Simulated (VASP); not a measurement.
A run of VASP 6.6.1 is set up as follows.

The input INCAR:

```
ALGO = Normal ; EDIFF = 1E-6
ENCUT = 560 ; GGA = PE
GGA_COMPAT = F ; ISIF = 2
ISMEAR = -1 ; LASPH = T
LCHARG = T ; LELF = T
LREAL = F ; LVHAR = T
LWAVE = F ; NBANDS = 41
NELM = 120 ; PREC = Accurate
SIGMA = 0.02
```

The input KPOINTS:

```
k-points
0
Gamma
  8 8 8
```

The input POSCAR:

```
InB2As3
1.0
   -1.8083375880      5.5019372834      2.6656198009
    1.8083375880     -5.5019372834      2.6656198009
    1.8083375880      5.5019372834     -2.6656198009
B As In
2 3 1
Direct
    0.6764810349      1.0032059198      0.6732751151
    0.3299308048      0.0032059198      0.3267248849
    0.4785022690      0.2852973799      0.1932048891
    0.0920924908      0.2852973799      0.8067951109
    0.6676156193      0.1676156193      0.5000000000
    0.0053777812      0.0053777812      0.0000000000
```

Potentials or basis: VASP PAW PBE potentials, release 64 (B, As_d, In_d).

Command:

```console
$ cat potpaw_PBE.64/B/POTCAR potpaw_PBE.64/As_d/POTCAR potpaw_PBE.64/In_d/POTCAR > POTCAR
$ mpirun -np 1 vasp_std > vasp.out
```

Task: Estimate the band gap on the k mesh.

Result: 0.11 eV (least direct gap 0.21 eV).

Task: Predict the largest force.

Result: 0.202 eV/Å.

Task: What does it give for the pressure?

Result: 1.9 GPa.

Forces in eV/Å, atoms in the order of the input:
```
B    0.000  0.000 -0.032
B    0.000  0.000 -0.032
As   0.000  0.102  0.099
As   0.000 -0.102  0.099
As   0.000  0.000 -0.202
In   0.000  0.000  0.067
```

Caveat: semilocal functionals underestimate gaps, and a narrow one can read as zero; spin-orbit coupling is left out, which moves the levels of the heavy elements. A k mesh can miss the band edges.
